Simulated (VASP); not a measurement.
# Br in VASP: notebook

Aim: see how the results for Br move with the level of theory and the settings. Levels: BLYP, RPBE+D3(BJ). Tasks: single point.

Program: VASP 6.6.1. These are calculated values, not measurements. Logs are shortened: lines on timing, memory, paths and dates and some standing lists are left out, and cuts for length are marked.

### 1 The cell of the first run

The typed cell holds 1 atom: a = 4.087 Å, b = 4.124 Å, c = 4.137 Å, α = 138.81°, β = 138.32°, γ = 60.40°.

### 2 Single point, BLYP (volume scaled by 1.04)

File INCAR:

```
PREC = Accurate
ENCUT = 520
EDIFF = 1E-6
ISMEAR = -5
SIGMA = 0.05
LREAL = F
LASPH = T
NELM = 80
ALGO = Normal
ISIF = 2
LWAVE = F
LCHARG = F
GGA = B5
ALDAX = 1.0
AGGAX = 1.0
AGGAC = 1.0
ALDAC = 0.0
NBANDS = 10
```

File KPOINTS:

```
regular mesh
0
Gamma
  13 13 13
```

File POSCAR:

```
Br
1.0
   -1.4674985806      1.4268111121      3.5372839529
    1.4429649256     -1.5036937003      3.5581134971
    1.4627590209      1.4989531274     -3.5678752880
Br
1
Direct
    0.0000000000      0.0000000000      0.0000000000
```

Potentials or basis: VASP PAW PBE potentials, release 64 (Br).

Started as:

```sh
$ cat potpaw_PBE.64/Br/POTCAR > POTCAR
$ mpirun -np 1 vasp_std > vasp.out
```

OUTCAR:

```text
PREC = Accurate
   ENCUT = 520
   EDIFF = 1E-6
   ISMEAR = -5
   LREAL = F
   LASPH = T
   NELM = 80
   ISIF = 2
   GGA = B5

 ion  position               nearest neighbor table
   1  0.000  0.000  0.000-

  LATTYP: Found a triclinic cell.
 ALAT       =     4.0867737639
 B/A-ratio  =     0.7110117610
 C/A-ratio  =     0.7159505693
 COS(alpha) =     0.0032160703
 COS(beta)  =     0.3406416013
 COS(gamma) =     0.3625597201

  Lattice vectors:

 A1 = (   1.4674985806,  -1.4268111121,  -3.5372839529)
 A2 = (   2.9057239465,  -0.0047405729,  -0.0097617909)
 A3 = (   0.0047395597,  -2.9257642395,   0.0305913351)

Analysis of symmetry for initial positions (statically):
=====================================================================
 Subroutine PRICEL returns:
 Original cell was already a primitive cell.

 Routine SETGRP: Setting up the symmetry group for a
 triclinic supercell.

 Subroutine GETGRP returns: Found  2 space group operations
 (whereof  2 operations were pure point group operations)
 out of a pool of  2 trial point group operations.

The static configuration has the point symmetry S_2 .

Analysis of symmetry for dynamics (positions and initial velocities):
=====================================================================
 Subroutine PRICEL returns:
 Original cell was already a primitive cell.

 Routine SETGRP: Setting up the symmetry group for a
 triclinic supercell.

 Subroutine GETGRP returns: Found  2 space group operations
 (whereof  2 operations were pure point group operations)
 out of a pool of  2 trial point group operations.

The dynamic configuration has the point symmetry S_2 .

 Subroutine INISYM returns: Found  2 space group operations
 (whereof  2 operations are pure point group operations),
 and found     1 'primitive' translations

----------------------------------------------------------------------------------------

                                     Primitive cell

  volume of cell :      30.1568

  direct lattice vectors                    reciprocal lattice vectors
    -1.467498581  1.426811112  3.537283953     0.001046075  0.343305276  0.144659953
     1.442964926 -1.503693700  3.558113497     0.344629205  0.002044579  0.142150206
     1.462759021  1.498953127 -3.567875288     0.344723397  0.342400725  0.004902048

  length of vectors
     4.086773764  4.123519635  4.137180018     0.372540077  0.372800416  0.485897630

  position of ions in fractional coordinates (direct lattice)
     0.000000000  0.000000000  0.000000000

  ion indices of the primitive-cell ions
   primitive index   ion index
                 1           1

----------------------------------------------------------------------------------------

 KPOINTS: regular mesh

Automatic generation of k-mesh.
 Grid dimensions read from file:
 generate k-points for:   13   13   13

 Generating k-lattice:

  Cartesian coordinates                     Fractional coordinates (reciprocal lattice)
     0.000080467  0.026408098  0.011127689     0.076923077  0.000000000  0.000000000
     0.026509939  0.000157275  0.010934631     0.000000000  0.076923077  0.000000000
     0.026517184  0.026338517  0.000377081     0.000000000 -0.000000000  0.076923077

  Length of vectors
     0.028656929  0.028676955  0.037376741

  Shift w.r.t. Gamma in fractional coordinates (k-lattice)
     0.000000000  0.000000000  0.000000000

 TETIRR: Found   6588 inequivalent tetrahedra from    13182

 Subroutine IBZKPT returns following result:
 ===========================================

 Found   1099 irreducible k-points:

 Following reciprocal coordinates:
            Coordinates               Weight
  0.000000  0.000000  0.000000      1.000000
  0.076923 -0.000000  0.000000      2.000000
  0.153846  0.000000 -0.000000      2.000000
  0.230769  0.000000 -0.000000      2.000000
  0.307692  0.000000 -0.000000      2.000000
  0.384615  0.000000  0.000000      2.000000
[... 16 lines left out ...]
  0.153846  0.153846 -0.000000      2.000000
  0.230769  0.153846 -0.000000      2.000000
 [... further k-points ...]
   k-points           NKPTS =   1099   k-points in BZ     NKDIM =   1099   number of bands    NBANDS=     10
   number of dos      NEDOS =    301   number of ions     NIONS =      1
   total plane-waves  NPLWV =  30720
   dimension x,y,z NGX =    30 NGY =   32 NGZ =   32
   dimension x,y,z NGXF=    60 NGYF=   64 NGZF=   64
   ions per type =               1
   NGX,Y,Z   is equivalent  to a cutoff of  12.20, 12.90, 12.86 a.u.
   NGXF,Y,Z  is equivalent  to a cutoff of  24.41, 25.80, 25.72 a.u.
 SYSTEM =  unknown system
   PREC   = accura    normal or accurate (medium, high low for compatibility)
   ISTART =      0    job   : 0-new  1-cont  2-samecut
   ICHARG =      2    charge: 1-file 2-atom 10-const
   ISPIN  =      1    spin polarized calculation?
   LNONCOLLINEAR =      F non collinear calculations
   LSORBIT =      F    spin-orbit coupling
   LASPH  =      T    aspherical Exc in radial PAW
   ENCUT  =  520.0 eV  38.22 Ry    6.18 a.u.   7.60  7.67  7.69*2*pi/ulx,y,z
   NELM   =     80;   NELMIN=  2; NELMDL= -5     # of ELM steps
   EDIFF  = 0.1E-05   stopping-criterion for ELM
   LREAL  =      F    real-space projection
   EDIFFG = 0.1E-04   stopping-criterion for IOM
   NSW    =      0    number of steps for IOM
   IBRION =     -1    ionic relax: 0-MD 1-quasi-New 2-CG
   NFREE  =      0    steps in history (QN), initial steepest desc. (CG)
   ISIF   =      2    stress and relaxation
   ISYM   =      2    0-nonsym 1-usesym 2-fastsym
   POTIM  = 0.5000    time-step for ionic-motion
   TEBEG  =    0.0;   TEEND  =   0.0 temperature during run
   PSTRESS=    0.0 pullay stress
   NELECT =       7.0000    total number of electrons
   NUPDOWN=      -1.0000    fix difference up-down
   EMIN   =  10.00;   EMAX   =-10.00  energy-range for DOS
   EFERMI =   0.00;   METHOD = LEGACY
   ISMEAR =    -5;   SIGMA  =   0.05  broadening in eV -4-tet -1-fermi 0-gaus
   EFERMI_NEDOS =   21; number of points for ismear=-14 and -15
   IALGO  =     38    algorithm
   IMIX   =      4    mixing-type and parameters
     AMIX     =   0.40;   BMIX     =  1.00
     AMIX_MAG =   1.60;   BMIX_MAG =  1.00
  volume/ion in A,a.u.               =      30.16       203.51
  Fermi-wavevector in a.u.,A,eV,Ry     =   1.006111  1.901274 13.772622  1.012259
  Thomas-Fermi vector in A             =   2.138833
   LORBIT       =      0    0 simple, 1 ext, 2 COOP (PROOUT), +10 PAW based schemes
   GGA     = B5    functional components
   LHFCALC =     F    Hartree Fock is set to
   AEXX    =    0.0000 exact exchange contribution
   IVDW    =     0    specifies the selected vdW correction
   LEPSILON=     F    determine dielectric tensor
   LRPA    =     F    only Hartree local field effects (RPA)
 non-spin polarized calculation
 Fermi weights with tetrahedron method with Bloechl corrections
  energy-cutoff  :      520.00
  volume of cell :       30.16
 maximum number of plane-waves:       830
   NGX = 15   NGY = 15   NGZ = 15

 number of electron       7.0000001 magnetization

 Free energy of the ion-electron system (eV)
  ---------------------------------------------------
  ext. energy  EPLUGINS =         0.00000000
  ---------------------------------------------------
  free energy    TOTEN  =        -1.13321314 eV

  energy without entropy =       -1.13321314  energy(sigma->0) =       -1.13321314

 E-fermi :   1.2121     XC(G=0):  -8.0569

 val. band max:        1.4311006356   @ k =  -0.2308  -0.3846   0.3077
 cond. band min:       1.2544635443   @ k =  -0.3077   0.3846   0.1538
 fundamental gap:     -0.1766370912
 Fermi energy:         1.2121427144

 k-point     1 :       0.0000    0.0000    0.0000
  band No.  band energies     occupation
      1     -14.5371      2.00000
      2      -0.5960      2.00000
      3       2.0313      0.00000
      4       2.1500      0.00000
      5       7.0966      0.00000
      6      11.3998      0.00000
      7      11.7396      0.00000
      8      16.7577      0.00000
      9      16.9382      0.00000
     10      17.8428      0.00000

 k-point     2 :       0.0769   -0.0000    0.0000
  band No.  band energies     occupation
      1     -14.4725      2.00000
      2      -0.6049      2.00000
      3       1.5074      0.38838
      4       2.1866      0.00000
      5       7.3394      0.00000
      6      11.6438      0.00000
      7      12.1923      0.00000
      8      15.1704      0.00000
      9      17.0540      0.00000
     10      18.7294      0.00000

 k-point     3 :       0.1538    0.0000   -0.0000
  band No.  band energies     occupation
      1     -14.2862      2.00000
      2      -0.6337      2.00000
      3       0.3199      2.10385
      4       2.2910      0.00000
      5       7.9216      0.00000
      6      11.8516      0.00000
      7      13.2582      0.00000
      8      13.8756      0.00000
      9      17.3919      0.00000
     10      19.3349      0.00000

 k-point     4 :       0.2308    0.0000   -0.0000
  band No.  band energies     occupation
      1     -14.0019      2.00000
      2      -1.1507      2.00000
      3      -0.5354      2.00000
      4       2.4451      0.00000
      5       8.5729      0.00000
      6      11.8657      0.00000
      7      12.2910      0.00000
      8      15.8829      0.00000
      9      17.8769      0.00000
     10      19.1386      0.00000
[... 222 lines left out ...]
 k-point    22 :       0.0769    0.1538   -0.0000
  band No.  band energies     occupation
      1     -14.2008      2.00000
      2      -0.7639      2.00000
      3       0.4257      2.07488
      4       1.6685      0.13519
      5       8.3442      0.00000
      6      12.3168      0.00000
      7      13.4703      0.00000
      8      14.2913      0.00000
      9      15.7908      0.00000
     10      19.5688      0.00000

 k-point    23 :       0.1538    0.1538   -0.0000
  band No.  band energies     occupation
      1     -14.0057      2.00000
      2      -0.8696      2.00000
      3       0.4874      2.03114
      4       0.5675      1.98683
      5       8.9749      0.00000
      6      13.3393      0.00000
      7      13.7724      0.00000
      8      14.4324      0.00000
      9      14.8628      0.00000
     10      18.1284      0.00000

 k-point    24 :       0.2308    0.1538   -0.0000
  band No.  band energies     occupation
      1     -13.7189      2.00000
      2      -1.1316      2.00000
      3      -0.5894      2.00000
      4       0.7350      1.85989
      5       9.4285      0.00000
      6      12.9097      0.00000
      7      13.7160      0.00000
      8      15.3360      0.00000
      9      15.8267      0.00000
     10      17.4749      0.00000

 [... further k-points ...]

------------------------ aborting loop because EDIFF is reached ----------------------------------------

  FORCE on cell =-STRESS in cart. coord.  units (eV):
  Direction    XX          YY          ZZ          XY          YZ          ZX
  --------------------------------------------------------------------------------------
  -------------------------------------------------------------------------------------
  Total        0.1460554      0.3554362      0.5684088     -0.0054414      0.0171168      0.0062821
  in kB        7.7596686     18.8837055     30.1985731     -0.2890916      0.9093847      0.3337553
  external PRESSURE =      18.9473157 kB  Pullay stress =       0.0000000 kB

 VOLUME and BASIS-vectors are now :
 -----------------------------------------------------------------------------
  energy-cutoff  :      520.00
  volume of cell :       30.16
      direct lattice vectors                 reciprocal lattice vectors
    -1.467498581  1.426811112  3.537283953     0.001046075  0.343305276  0.144659953
     1.442964926 -1.503693700  3.558113497     0.344629205  0.002044579  0.142150206
     1.462759021  1.498953127 -3.567875288     0.344723397  0.342400725  0.004902048

 POSITION                                       TOTAL-FORCE (eV/Angst)
 -----------------------------------------------------------------------------------
      0.00000      0.00000      0.00000         0.000000     -0.000000      0.000000
 -----------------------------------------------------------------------------------
    total drift:                               -0.000000      0.000000      0.000000

  FREE ENERGIE OF THE ION-ELECTRON SYSTEM (eV)
  ---------------------------------------------------
  free  energy   TOTEN  =        -1.1332131414 eV

  energy  without entropy=       -1.1332131414  energy(sigma->0) =       -1.13321314
```

It took 2.8 min on 1 thread of Intel Xeon 6975P-C (Granite Rapids), shared host; peak memory 0.44 GiB.

Results:

```
Free energy : -1.1332 eV
Pressure    : 1.9 GPa
```

Caveat: the cell differs from its parent crystal (volume scaled by 1.04); the PAW data sets were made with another functional, which shifts forces and pressure a little; an odd number of electrons without spin polarisation forces a metal; a magnetic or distorted state may lie lower; tetrahedron occupations give inexact forces and stress in metals.

### 3 Single point, RPBE+D3(BJ), non-collinear spin, zero start, spin-orbit coupling

This run uses another cell than the first one, of 30.74 Å³/atom, 1.019 times its volume.

File INCAR:

```
  ALGO = Normal
  EDIFF = 1E-6
  ENCUT = 520
  GGA = RP
  GGA_COMPAT = False
  ISIF = 2
  ISMEAR = -1
  IVDW = 12
  LASPH = True
  LCHARG = False
  LORBIT = 11
  LORBMOM = True
  LREAL = False
  LSORBIT = True
  LWAVE = False
  MAGMOM = 0 0 0
  NBANDS = 18
  NELM = 150
  PREC = Accurate
  SIGMA = 0.15
```

File KPOINTS:

```
k-points
0
Gamma
  13 13 13
```

File POSCAR:

```
Br
1.0
   -1.4514103950      1.4514103950      3.6476825829
    1.4514103950     -1.4514103950      3.6476825829
    1.4514103950      1.4514103950     -3.6476825829
Br
1
Direct
    0.0000000000      0.0000000000      0.0000000000
```

Potentials or basis: VASP PAW PBE potentials, release 64 (Br).

Started as:

```sh
$ cat potpaw_PBE.64/Br/POTCAR > POTCAR
$ mpirun -np 1 vasp_ncl > vasp.out
```

OUTCAR:

```text
EDIFF = 1E-6
   ENCUT = 520
   GGA = RP
   ISIF = 2
   ISMEAR = -1
   IVDW = 12
   LASPH = True
   LORBIT = 11
   LREAL = False
   LSORBIT = True
   NELM = 150
   PREC = Accurate
 IVDW          = 12

 ion  position               nearest neighbor table
   1  0.000  0.000  0.000-

  LATTYP: Found a body centered tetragonal cell.
 ALAT       =     2.9028207900
 C/A-ratio  =     2.5131986070

  Lattice vectors:

 A1 = (  -1.4514103950,   1.4514103950,   3.6476825829)
 A2 = (   1.4514103950,  -1.4514103950,   3.6476825829)
 A3 = (   1.4514103950,   1.4514103950,  -3.6476825829)

Analysis of symmetry for initial positions (statically):
[... 754 lines left out ...]
 ----------------------------------------
  1         0.000   0.000   0.000
 ----------------------------------------
            0.000   0.000   0.000

 Spin-Orbit-Coupling matrix elements

 Ion:    1  E_soc:     -0.0798834
 l=   1
     0.0000000    -0.0123577    -0.0152089
    -0.0123577     0.0000000    -0.0123577
    -0.0152089    -0.0123577     0.0000000
 l=   2
     0.0000000     0.0000009     0.0000000     0.0000009    -0.0000068
     0.0000009     0.0000000    -0.0000030    -0.0000001    -0.0000032
     0.0000000    -0.0000030     0.0000000    -0.0000030     0.0000000
     0.0000009    -0.0000001    -0.0000030     0.0000000    -0.0000032
    -0.0000068    -0.0000032     0.0000000    -0.0000032     0.0000000
 l=   3
     0.0000000     0.0000000     0.0000000     0.0000000     0.0000000     0.0000000     0.0000000
     0.0000000     0.0000000     0.0000000     0.0000000     0.0000000     0.0000000     0.0000000
     0.0000000     0.0000000     0.0000000     0.0000000     0.0000000     0.0000000     0.0000000
     0.0000000     0.0000000     0.0000000     0.0000000     0.0000000     0.0000000     0.0000000
     0.0000000     0.0000000     0.0000000     0.0000000     0.0000000     0.0000000     0.0000000
     0.0000000     0.0000000     0.0000000     0.0000000     0.0000000     0.0000000     0.0000000
     0.0000000     0.0000000     0.0000000     0.0000000     0.0000000     0.0000000     0.0000000

 total charge

# of ion       s       p       d       tot
------------------------------------------
    1        1.651   3.037   0.025   4.713

 magnetization (x)

# of ion       s       p       d       tot
------------------------------------------
    1        0.000   0.000  -0.000   0.000

 magnetization (y)

# of ion       s       p       d       tot
------------------------------------------
    1        0.000   0.000   0.000   0.000

 magnetization (z)

# of ion       s       p       d       tot
------------------------------------------
    1        0.000   0.000   0.000   0.000
```

OSZICAR:

```text
N       E                     dE             d eps       ncg     rms          rms(c)
DAV:   1     0.329184686346E+02    0.32918E+02   -0.27844E+03  7056   0.650E+02
DAV:   2     0.842591995484E+00   -0.32076E+02   -0.29901E+02  9638   0.126E+02
DAV:   3    -0.124489465998E+01   -0.20875E+01   -0.20608E+01  8698   0.314E+01
DAV:   4    -0.125955913991E+01   -0.14664E-01   -0.14658E-01  8978   0.304E+00
DAV:   5    -0.125964503030E+01   -0.85890E-04   -0.85887E-04  8624   0.239E-01    0.489E+00
DAV:   6    -0.123199827408E+01    0.27647E-01   -0.14522E-02  8194   0.874E-01    0.300E+00
DAV:   7    -0.122087550044E+01    0.11123E-01   -0.29247E-02  7858   0.125E+00    0.672E-01
DAV:   8    -0.122113014315E+01   -0.25464E-03   -0.11621E-03  8500   0.244E-01    0.827E-02
DAV:   9    -0.122109324529E+01    0.36898E-04   -0.28288E-04  7838   0.120E-01    0.587E-02
DAV:  10    -0.122111040703E+01   -0.17162E-04   -0.24967E-05  8336   0.380E-02    0.101E-02
DAV:  11    -0.122111401390E+01   -0.36069E-05   -0.26968E-06  8210   0.127E-02    0.385E-03
DAV:  12    -0.122111457559E+01   -0.56169E-06   -0.50225E-07  7544   0.544E-03
   1 F= -.19617725E+01 E0= -.19406177E+01  d E =-.423096E-01  mag=     0.0000     0.0000     0.0000
```

Run time: 3.8 min. Hardware: 1 thread of Intel Xeon Platinum 8259CL at 2.50GHz (Skylake/Cascade Lake), shared host; peak memory 0.4 GiB.

What came out:

- Free energy: -1.9618 eV
- Pressure: -4.5 GPa
- Net moment: 0.00 μB per cell
- Valence electrons inside the program's atomic spheres: Br 4.71
- Dispersion energy per atom: -0.741 eV

Stress tensor (GPa, compression positive):
```
-6.21  0.00  0.00
 0.00 -6.21  0.00
 0.00  0.00 -1.22
```

Moments on the atoms (μB; x, y, z):
```
Br  0.00 0.00 0.00
```

Caveat: the PAW data sets were made with another functional, which shifts forces and pressure a little.
